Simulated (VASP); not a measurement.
# In2GaP3 (I4/mmm) in VASP: notebook, part 2 of 2

VASP 6.6.1. Earlier steps stand in the parts before.

## (3) Single point, PBE

This run uses another cell than the first one, of 21.61 Å³/atom.

INCAR

```
PREC = Accurate
ENCUT = 520
EDIFF = 1E-6
ISMEAR = 0
SIGMA = 0.1
LREAL = F
LASPH = T
NELM = 60
ALGO = Normal
ISIF = 2
LWAVE = F
LCHARG = F
GGA = PE
NBANDS = 36
```

KPOINTS

```
regular mesh
0
Gamma
  6 6 6
```

POSCAR

```
In2GaP3
1.0
   -1.9695861200      1.9695861200      8.3562462300
    1.9695861200     -1.9695861200      8.3562462300
    1.9695861200      1.9695861200     -8.3562462300
In Ga P
2 1 3
Direct
    0.6666666700      0.6666666700      0.0000000000
    0.3333333300      0.3333333300      0.0000000000
    0.0000000000      0.0000000000      0.0000000000
    0.1666666700      0.1666666700      0.0000000000
    0.8333333300      0.8333333300      0.0000000000
    0.5000000000      0.5000000000      0.0000000000
```

Potentials or basis: VASP PAW PBE potentials, release 64 (In_d, Ga_d, P).

Started as:

```bash
$ cat potpaw_PBE.64/In_d/POTCAR potpaw_PBE.64/Ga_d/POTCAR potpaw_PBE.64/P/POTCAR > POTCAR
$ mpirun -np 1 vasp_std > vasp.out
```

OUTCAR:

```text
PREC = Accurate
   ENCUT = 520
   EDIFF = 1E-6
   ISMEAR = 0
   LREAL = F
   LASPH = T
   NELM = 60
   ISIF = 2
   GGA = PE

 ion  position               nearest neighbor table
   1  0.667  0.667  0.000-   5 2.79   4 2.79   4 2.79   4 2.79   4 2.79   6 2.79   2 3.94   2 3.94
                             2 3.94   2 3.94
   2  0.333  0.333  0.000-   4 2.79   5 2.79   5 2.79   5 2.79   5 2.79   6 2.79   1 3.94   1 3.94
                             1 3.94   1 3.94
   3  0.000  0.000  0.000-   6 2.79   6 2.79   6 2.79   6 2.79   5 2.79   4 2.79
   4  0.167  0.167  0.000-   2 2.79   1 2.79   1 2.79   1 2.79   1 2.79   3 2.79
   5  0.833  0.833  0.000-   1 2.79   2 2.79   2 2.79   2 2.79   2 2.79   3 2.79
   6  0.500  0.500  0.000-   3 2.79   3 2.79   3 2.79   3 2.79   2 2.79   1 2.79

  LATTYP: Found a body centered tetragonal cell.
 ALAT       =     3.9391722400
 C/A-ratio  =     4.2426406975

  Lattice vectors:

 A1 = (  -1.9695861200,   1.9695861200,   8.3562462300)
 A2 = (   1.9695861200,  -1.9695861200,   8.3562462300)
 A3 = (   1.9695861200,   1.9695861200,  -8.3562462300)

Analysis of symmetry for initial positions (statically):
=====================================================================
 Subroutine PRICEL returns:
 Original cell was already a primitive cell.

 Routine SETGRP: Setting up the symmetry group for a
 body centered tetragonal supercell.

 Subroutine GETGRP returns: Found 16 space group operations
 (whereof 16 operations were pure point group operations)
 out of a pool of 16 trial point group operations.

The static configuration has the point symmetry D_4h.

Analysis of symmetry for dynamics (positions and initial velocities):
=====================================================================
 Subroutine PRICEL returns:
 Original cell was already a primitive cell.

 Routine SETGRP: Setting up the symmetry group for a
 body centered tetragonal supercell.

 Subroutine GETGRP returns: Found 16 space group operations
[... 133 lines left out ...]
  Fermi-wavevector in a.u.,A,eV,Ry     =   1.222547  2.310280 20.335568  1.494622
  Thomas-Fermi vector in A             =   2.357690
   LORBIT       =      0    0 simple, 1 ext, 2 COOP (PROOUT), +10 PAW based schemes
   GGA     = PE    functional components
   LHFCALC =     F    Hartree Fock is set to
   AEXX    =    0.0000 exact exchange contribution
   IVDW    =     0    specifies the selected vdW correction
   LEPSILON=     F    determine dielectric tensor
   LRPA    =     F    only Hartree local field effects (RPA)
 non-spin polarized calculation
 Gauss-broadening in eV      SIGMA  =   0.10
  energy-cutoff  :      520.00
  volume of cell :      129.66
 maximum number of plane-waves:      3559
 NGX is ok and might be reduce to    70
   NGX = 33   NGY = 33   NGZ = 33

 number of electron      54.0000004 magnetization

 Free energy of the ion-electron system (eV)
  ---------------------------------------------------
  ext. energy  EPLUGINS =         0.00000000
  ---------------------------------------------------
  free energy    TOTEN  =       -23.80478727 eV

  energy without entropy =      -23.78185794  energy(sigma->0) =      -23.79332261

 E-fermi :   5.9089     XC(G=0): -10.1792

 val. band max:        5.8952098657   @ k =   0.1667  -0.0000   0.0000
 cond. band min:       5.9191414934   @ k =  -0.3333   0.3333   0.3333
 fundamental gap:      0.0239316277
 Fermi energy:         5.9089366041

 k-point     1 :       0.0000    0.0000    0.0000
  band No.  band energies     occupation
      1      -8.6728      2.00000
      2      -8.6183      2.00000
      3      -8.6161      2.00000
      4      -8.6031      2.00000
      5      -8.6031      2.00000
      6      -8.4844      2.00000
[... 925 lines left out ...]
     35      11.6894      0.00000
     36      11.8620      0.00000

 [... further k-points ...]

------------------------ aborting loop because EDIFF is reached ----------------------------------------

  FORCE on cell =-STRESS in cart. coord.  units (eV):
  Direction    XX          YY          ZZ          XY          YZ          ZX
  --------------------------------------------------------------------------------------
  -------------------------------------------------------------------------------------
  Total       -3.8149261     -3.8149261     -3.9479084      0.0000000      0.0000000     -0.0000000
  in kB      -47.1384764    -47.1384764    -48.7816494      0.0000000      0.0000000     -0.0000000
  external PRESSURE =     -47.6862007 kB  Pullay stress =       0.0000000 kB

 VOLUME and BASIS-vectors are now :
 -----------------------------------------------------------------------------
  energy-cutoff  :      520.00
  volume of cell :      129.66
      direct lattice vectors                 reciprocal lattice vectors
    -1.969586120  1.969586120  8.356246230     0.000000000  0.253860440  0.059835480
     1.969586120 -1.969586120  8.356246230     0.253860440  0.000000000  0.059835480
     1.969586120  1.969586120 -8.356246230     0.253860440  0.253860440  0.000000000

 POSITION                                       TOTAL-FORCE (eV/Angst)
 -----------------------------------------------------------------------------------
      0.00000      0.00000     11.14166        -0.000000     -0.000000     -0.122541
      0.00000      0.00000      5.57083        -0.000000     -0.000000      0.122541
      0.00000      0.00000      0.00000        -0.000000     -0.000000      0.000000
      0.00000      0.00000      2.78542         0.000000      0.000000     -0.289787
      0.00000      0.00000     13.92708         0.000000      0.000000      0.289787
      0.00000      0.00000      8.35625        -0.000000     -0.000000     -0.000000
 -----------------------------------------------------------------------------------
    total drift:                               -0.000000      0.000000     -0.000000

  FREE ENERGIE OF THE ION-ELECTRON SYSTEM (eV)
  ---------------------------------------------------
  free  energy   TOTEN  =       -23.8047872732 eV

  energy  without entropy=      -23.7818579380  energy(sigma->0) =      -23.79332261
```

Run time: 7.9 min. Hardware: 1 thread of Intel Xeon 6975P-C (Granite Rapids), shared host; peak memory 0.74 GiB.

What came out:

| Item | Value |
| --- | --- |
| Free energy | -23.8048 eV |
| Pressure | -4.8 GPa |
| Largest force | 0.290 eV/Å |
| Band gap on the k mesh | zero (bands 27 and 28 overlap by 2.53 eV) |

Forces in eV/Å, atoms in the order of the input:
```
In   0.000  0.000 -0.123
In   0.000  0.000  0.123
Ga   0.000  0.000  0.000
P    0.000  0.000 -0.290
P    0.000  0.000  0.290
P    0.000  0.000  0.000
```

Levels at points of the mesh, in eV from the Fermi level:
```tsv
k point	band 24	band 25	band 26	band 27	band 28	band 29	band 30	band 31
(0.00, 0.00, 0.00)	-1.69	-1.42	-0.82	-0.19	-0.19	-0.18	0.18	4.37
(0.50, 0.00, 0.00)	-0.07	-0.05	0.13	0.13	2.02	2.39	2.57	3.21
(0.50, 0.50, 0.00)	-3.11	-2.94	-2.79	-2.18	-2.17	0.69	1.01	3.92
(0.50, 0.50, 0.50)	-2.19	-0.86	-0.86	-0.72	-0.72	2.15	2.69	3.92
```

Caveat: the cell stands under tension; spin-orbit coupling is left out, which moves the levels of the heavy elements.

## (4) Relaxation of cell and atoms, PBE

This run uses another cell than the first one, of 21.61 Å³/atom.

INCAR

```
ALGO = Normal
EDIFF = 1E-6
EDIFFG = -0.04
ENCUT = 600
GGA = PE
IBRION = 2
ISIF = 3
ISMEAR = 0
LASPH = True
LCHARG = False
LREAL = False
LWAVE = False
NELM = 100
NSW = 90
PREC = Accurate
SIGMA = 0.1
```

KPOINTS

```
k-points
0
Gamma
  6 6 6
```

POSCAR is that of step 3.

Potentials or basis: VASP PAW PBE potentials, release 64 (In_d, Ga_d, P).

Started as:

```bash
$ cat potpaw_PBE.64/In_d/POTCAR potpaw_PBE.64/Ga_d/POTCAR potpaw_PBE.64/P/POTCAR > POTCAR
$ mpirun -np 1 vasp_std > vasp.out
```

OUTCAR:

```text
EDIFF = 1E-6
   EDIFFG = -0.04
   ENCUT = 600
   GGA = PE
   IBRION = 2
   ISIF = 3
   ISMEAR = 0
   LASPH = True
   LREAL = False
   NELM = 100
   NSW = 90
   PREC = Accurate

 ion  position               nearest neighbor table
   1  0.667  0.667  0.000-   5 2.79   4 2.79   4 2.79   4 2.79   4 2.79   6 2.79   2 3.94   2 3.94
                             2 3.94   2 3.94
   2  0.333  0.333  0.000-   4 2.79   5 2.79   5 2.79   5 2.79   5 2.79   6 2.79   1 3.94   1 3.94
                             1 3.94   1 3.94
   3  0.000  0.000  0.000-   6 2.79   6 2.79   6 2.79   6 2.79   5 2.79   4 2.79
   4  0.167  0.167  0.000-   2 2.79   1 2.79   1 2.79   1 2.79   1 2.79   3 2.79
   5  0.833  0.833  0.000-   1 2.79   2 2.79   2 2.79   2 2.79   2 2.79   3 2.79
   6  0.500  0.500  0.000-   3 2.79   3 2.79   3 2.79   3 2.79   2 2.79   1 2.79

  LATTYP: Found a body centered tetragonal cell.
 ALAT       =     3.9391722400
 C/A-ratio  =     4.2426406975

  Lattice vectors:

 A1 = (  -1.9695861200,   1.9695861200,   8.3562462300)
 A2 = (   1.9695861200,  -1.9695861200,   8.3562462300)
 A3 = (   1.9695861200,   1.9695861200,  -8.3562462300)

Analysis of symmetry for initial positions (statically):
=====================================================================
 Subroutine PRICEL returns:
 Original cell was already a primitive cell.

 Routine SETGRP: Setting up the symmetry group for a
 body centered tetragonal supercell.

 Subroutine GETGRP returns: Found 16 space group operations
 (whereof 16 operations were pure point group operations)
 out of a pool of 16 trial point group operations.

The static configuration has the point symmetry D_4h.

Analysis of symmetry for dynamics (positions and initial velocities):
=====================================================================
 Subroutine PRICEL returns:
 Original cell was already a primitive cell.

 Routine SETGRP: Setting up the symmetry group for a
 body centered tetragonal supercell.

 Subroutine GETGRP returns: Found 16 space group operations
 (whereof 16 operations were pure point group operations)
[... 139 lines left out ...]
   LEPSILON=     F    determine dielectric tensor
   LRPA    =     F    only Hartree local field effects (RPA)
 conjugate gradient relaxation of ions
 non-spin polarized calculation
 Gauss-broadening in eV      SIGMA  =   0.10
  energy-cutoff  :      600.00
  volume of cell :      129.66
 maximum number of plane-waves:      4348
   NGX = 35   NGY = 35   NGZ = 35

--------------------------------------- Ionic step        1  -------------------------------------------

 number of electron      54.0000004 magnetization

 Free energy of the ion-electron system (eV)
  ---------------------------------------------------
  ext. energy  EPLUGINS =         0.00000000
  ---------------------------------------------------
  free energy    TOTEN  =       -23.80498796 eV

  energy without entropy =      -23.78205808  energy(sigma->0) =      -23.79352302

------------------------ aborting loop because EDIFF is reached ----------------------------------------

  FORCE on cell =-STRESS in cart. coord.  units (eV):
  Direction    XX          YY          ZZ          XY          YZ          ZX
  --------------------------------------------------------------------------------------
  -------------------------------------------------------------------------------------
  Total       -3.8072921     -3.8072921     -3.9423975      0.0000000      0.0000000      0.0000000
  in kB      -47.0441483    -47.0441483    -48.7135545      0.0000000      0.0000000      0.0000000
  external PRESSURE =     -47.6006170 kB  Pullay stress =       0.0000000 kB
[... 307 lines left out ...]
--------------------------------------- Ionic step        9  -------------------------------------------

 number of electron      54.0000000 magnetization

 Free energy of the ion-electron system (eV)
  ---------------------------------------------------
  ext. energy  EPLUGINS =         0.00000000
  ---------------------------------------------------
  free energy    TOTEN  =       -23.98752820 eV

  energy without entropy =      -23.96583445  energy(sigma->0) =      -23.97668133

 E-fermi :   6.7505     XC(G=0): -10.5239

 val. band max:        6.7482950048   @ k =  -0.1667   0.3333   0.1667
 cond. band min:       6.7636445657   @ k =  -0.3333   0.3333   0.3333
 fundamental gap:      0.0153495609
 Fermi energy:         6.7504553176

 k-point     1 :       0.0000    0.0000    0.0000
  band No.  band energies     occupation
      1      -7.8771      2.00000
      2      -7.7978      2.00000
      3      -7.7946      2.00000
      4      -7.7665      2.00000
      5      -7.7665      2.00000
      6      -7.7527      2.00000
[... 829 lines left out ...]
     31      11.4924      0.00000
     32      11.6493      0.00000

 [... further k-points ...]

------------------------ aborting loop because EDIFF is reached ----------------------------------------

  FORCE on cell =-STRESS in cart. coord.  units (eV):
  Direction    XX          YY          ZZ          XY          YZ          ZX
  --------------------------------------------------------------------------------------
  -------------------------------------------------------------------------------------
  Total       -0.1066813     -0.1066813     -0.1332612      0.0000000     -0.0000000      0.0000000
  in kB       -1.4205044     -1.4205044     -1.7744263      0.0000000     -0.0000000      0.0000000
  external PRESSURE =      -1.5384784 kB  Pullay stress =       0.0000000 kB
[... 21 lines left out ...]
  FREE ENERGIE OF THE ION-ELECTRON SYSTEM (eV)
  ---------------------------------------------------
  free  energy   TOTEN  =       -23.9875282018 eV

  energy  without entropy=      -23.9658344495  energy(sigma->0) =      -23.97668133

 reached required accuracy - stopping structural energy minimisation
```

OSZICAR:

```text
N       E                     dE             d eps       ncg     rms          rms(c)
DAV:   1     0.484703198803E+03    0.48470E+03   -0.27578E+04  1976   0.239E+03
DAV:   2     0.385391569540E+02   -0.44616E+03   -0.43923E+03  1976   0.553E+02
DAV:   3    -0.215578658608E+02   -0.60097E+02   -0.59436E+02  2336   0.191E+02
DAV:   4    -0.244053152653E+02   -0.28474E+01   -0.28244E+01  2368   0.405E+01
[... 83 lines left out ...]
DAV:   2    -0.239877896776E+02    0.47154E-03   -0.15780E-02  2768   0.122E+00    0.122E-01
DAV:   3    -0.239875484077E+02    0.24127E-03   -0.19571E-03  2936   0.505E-01    0.681E-02
DAV:   4    -0.239875331536E+02    0.15254E-04   -0.12028E-04  2416   0.905E-02    0.399E-02
DAV:   5    -0.239875286427E+02    0.45109E-05   -0.23849E-05  2640   0.421E-02    0.667E-03
DAV:   6    -0.239875282018E+02    0.44092E-06   -0.54203E-06  1920   0.195E-02
   9 F= -.23987528E+02 E0= -.23976681E+02  d E =-.100956E-02
```

CONTCAR:

```text
In2GaP3
   1.00000000000000
    -1.9247750918146322    1.9247750918146322    8.1196323148222067
     1.9247750918146322   -1.9247750918146322    8.1196323148222067
     1.9247750918146322    1.9247750918146322   -8.1196323148222067
  In              Ga              P
     2     1     3
Direct
     0.6660945579268235    0.6660945579268235    0.0000000000000000
     0.3339054420731766    0.3339054420731766    0.0000000000000000
     0.0000000000000000    0.0000000000000000    0.0000000000000000
     0.1617218398684584    0.1617218398684584    0.0000000000000000
     0.8382781601315417    0.8382781601315417    0.0000000000000000
     0.5000000000000000    0.5000000000000000    0.0000000000000000

  0.00000000E+00  0.00000000E+00  0.00000000E+00
  0.00000000E+00  0.00000000E+00  0.00000000E+00
  0.00000000E+00  0.00000000E+00  0.00000000E+00
  0.00000000E+00  0.00000000E+00  0.00000000E+00
  0.00000000E+00  0.00000000E+00  0.00000000E+00
  0.00000000E+00  0.00000000E+00  0.00000000E+00
```

It took 30 min on 1 thread of Intel Xeon 6975P-C (Granite Rapids), shared host; peak memory 0.86 GiB.

Results:

```
Free energy                           : -23.9875 eV
Relaxed volume                        : 20.05 Å³/atom
Relaxed cell                          : a = 8.564 Å, b = 8.564 Å, c = 8.564 Å, α = 154.02°, β = 154.02°, γ = 37.07°
Space group after relaxing (to 0.1 Å) : I4/mmm (No. 139)
Energy gained by relaxing             : 30.4 meV/atom
Ionic steps                           : 9
Pressure after relaxing               : -0.2 GPa
Largest force after relaxing          : 0.026 eV/Å
Band gap on the k mesh                : zero (bands 27 and 28 overlap by 2.74 eV)
```

Forces on the atoms (eV/Å):
```
In   0.000  0.000  0.026
In   0.000  0.000 -0.026
Ga   0.000  0.000  0.000
P    0.000  0.000 -0.010
P    0.000  0.000  0.010
P    0.000  0.000  0.000
```

The path:
```csv
step,energy change (eV),largest force (eV/Å),pressure (GPa),volume (Å³)
1,0.0000,0.2898,-4.76,129.66
2,-0.1475,0.3685,1.60,117.98
3,-0.1567,0.3557,0.17,120.10
4,-0.1682,0.2618,0.15,120.03
5,-0.1800,0.0981,0.20,119.87
6,-0.1800,0.1044,0.18,119.86
7,-0.1815,0.0669,-0.17,120.43
8,-0.1815,0.0576,-0.28,120.58
9,-0.1825,0.0257,-0.15,120.33
```

Final structure:
```
CELL_PARAMETERS angstrom
-1.92478 1.92478 8.11963
1.92478 -1.92478 8.11963
1.92478 1.92478 -8.11963
ATOMIC_POSITIONS crystal
In 0.66609 0.66609 0.00000
In 0.33391 0.33391 0.00000
Ga 0.00000 0.00000 0.00000
P 0.16172 0.16172 0.00000
P 0.83828 0.83828 0.00000
P 0.50000 0.50000 0.00000
```

Caveat: spin-orbit coupling is left out, which moves the levels of the heavy elements.

## (5) Summary

```tsv
task	cell	cutoff (eV)	gap on the mesh (eV)	pressure (GPa)	largest force (eV/Å)
single point	a = 8.567 Å, angles 154.1, 154.1, 37.0°, 6 atoms, atomic positions A	520	none	-0.1	0.01
single point	a = 8.808 Å, angles 154.2, 154.2, 36.9°, 6 atoms, atomic positions B	520	none	-4.8	0.29
relaxation of cell and atoms	relaxed from a = 8.808 Å, angles 154.2, 154.2, 36.9°, 6 atoms, atomic positions B	600	none	-0.2	0.03
```

Alike in all rows: level PBE; potentials or basis VASP PAW PBE potentials, release 64 (In_d, Ga_d, P); no spin polarisation; k mesh 6 × 6 × 6; smearing gaussian 0.1 eV.

Caveats: spin-orbit coupling is left out, which moves the levels of the heavy elements; the cell stands under tension (at least some runs).

Absolute energies hang on the potentials; compare differences alone.
